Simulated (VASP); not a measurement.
Set up this calculation in VASP 6.6.1, as the native input.

```yaml
Task: single point
Functional: r2SCAN
Potentials_or_basis: VASP PAW PBE potentials, release 64 (Ir, Mn_pv, N)
Cutoff: 520 eV
k_mesh: 4 × 3 × 4, shifted
Occupations: methfessel-paxton, width 0.0593 eV
Spin: no spin polarisation
Dipole_correction: no
Further_INCAR_settings: ALGO = Normal; EDIFF = 1e-07
```

System: Mn3IrN.

```
Ir Mn N
1.0
     4.82949   -0.06695    1.03132
    -0.48011    5.54254   -0.94299
     0.66916   -0.04642    5.17462
Ir Mn N
2 6 2
Cartesian
  2.5137 3.6319 1.4445
  4.5044 0.0097 1.6768
  4.5905 2.2709 2.8010
  3.3234 4.0669 4.0644
  1.9495 2.1004 4.9309
  0.9364 3.8323 3.4103
  2.0614 0.3230 1.3192
  4.3940 1.7971 5.2782
  4.6469 4.9831 2.6885
  0.5862 3.9616 0.5964
```

These files were run (other wordings do the same):

POSCAR

```
Mn3IrN
1.0
    4.8294950000     -0.0669540000      1.0313240000
   -0.4801110000      5.5425440000     -0.9429900000
    0.6691610000     -0.0464240000      5.1746170000
Ir Mn N
2 6 2
Direct
    0.5461600000      0.6643160000      0.2913660000
    0.9140600000      0.0140080000      0.1444230000
    0.9327570000      0.4246220000      0.4327650000
    0.6528410000      0.7482780000      0.7916890000
    0.3091530000      0.3907480000      0.9624980000
    0.1588450000      0.6996800000      0.7549000000
    0.4075710000      0.0647460000      0.1854970000
    0.8163960000      0.3418010000      0.9195930000
    0.9852650000      0.9150760000      0.4899530000
    0.1632140000      0.7185220000      0.2136580000
```

INCAR.step1

```
SYSTEM = Mn3IrN
PREC = Accurate
ENCUT = 520
ISMEAR = -5
SIGMA = 0.0593
LREAL = .False.
LASPH = .True.
NELM = 100
LMAXMIX = 4
GGA = PE
ALGO = Normal
EDIFF = 1E-4
LWAVE = .True.
LCHARG = .False.
```

INCAR.step2

```
SYSTEM = Mn3IrN
PREC = Accurate
ENCUT = 520
EDIFF = 1E-7
ISMEAR = 1
SIGMA = 0.0593
LREAL = .False.
LASPH = .True.
NELM = 100
ALGO = Normal
ISIF = 2
LWAVE = .False.
LCHARG = .False.
LMAXMIX = 4
METAGGA = R2SCAN
LMIXTAU = .True.
LORBIT = 10
ISTART = 1
```

KPOINTS

```
Automatic mesh
0
Gamma
  4 3 4
  0 0.5 0.5
```

Potentials or basis: VASP PAW PBE potentials, release 64 (Ir, Mn_pv, N).

The run is started by

```console
$ cat potpaw_PBE.64/Ir/POTCAR potpaw_PBE.64/Mn_pv/POTCAR potpaw_PBE.64/N/POTCAR > POTCAR
$ cp INCAR.step1 INCAR
$ mpirun -np 1 vasp_std > vasp.out
$ cp INCAR.step2 INCAR
$ mpirun -np 1 vasp_std > vasp.out
```

Results of the run:

- Pressure: -22.3 GPa
- Largest force: 2.010 eV/Å
- Band gap on the k mesh: zero (bands 53 and 54 overlap by 0.16 eV)
- Valence electrons inside the program's atomic spheres: Ir 8.30, 8.44; Mn 11.65, 11.74, 11.73, 11.70 (each value once); N 3.50, 3.56

Caveat: the k points lie up to 0.38 Å⁻¹ apart; the PAW data sets were made with another functional, which shifts forces and pressure a little; spin-orbit coupling is left out, which moves the levels of the heavy elements; the run has no spin polarisation, though such a crystal can be magnetic.

Run time: 22 min on 1 thread of Intel(R) Xeon(R) Platinum 8259CL CPU @ 2.50GHz (Skylake/Cascade Lake), with other jobs on the host, peak memory 0.37 GiB.
